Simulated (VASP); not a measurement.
A run of VASP 6.6.1 is set up as follows.

File INCAR:

```
ALGO = Normal
EDIFF = 1E-6
ENCUT = 520
GGA = PE
ISIF = 2
ISMEAR = 0
LASPH = T
LCHARG = F
LREAL = F
LWAVE = F
NBANDS = 25
NELM = 60
PREC = Accurate
SIGMA = 0.2
```

Contents of KPOINTS:

```
k-points
0
Gamma
  3 3 3
```

POSCAR

```
Mg4S
1.0
   -4.7225570723      4.7225570723      5.0439960644
    4.7225570723     -4.7225570723      5.0439960644
    4.7225570723      4.7225570723     -5.0439960644
Mg S
8 2
Direct
    0.9785326098      0.4785326098      0.1607271987
    0.3178054111      0.8178054111      0.8392728013
    0.4785326098      0.3178054111      0.5000000000
    0.8178054111      0.9785326098      0.5000000000
    0.1821945889      0.0214673902      0.5000000000
    0.5214673902      0.6821945889      0.5000000000
    0.6821945889      0.1821945889      0.1607271987
    0.0214673902      0.5214673902      0.8392728013
    0.7500000000      0.2500000000      0.5000000000
    0.2500000000      0.7500000000      0.5000000000
```

Potentials or basis: VASP PAW PBE potentials, release 64 (Mg, S).

Run with:

```bash
$ cat potpaw_PBE.64/Mg/POTCAR potpaw_PBE.64/S/POTCAR > POTCAR
$ mpirun -np 1 vasp_std > vasp.out
```

Task: Predict the largest force.

Result: 0.025 eV/Å.

Task: Estimate the band gap on the k mesh.

Result: Zero (band 14 reaches -0.13 eV, above the bottom of band 15 at -0.34 eV).

Stress tensor (GPa, compression positive):
```
-0.04  0.00  0.00
 0.00 -0.04  0.00
 0.00  0.00  0.22
```
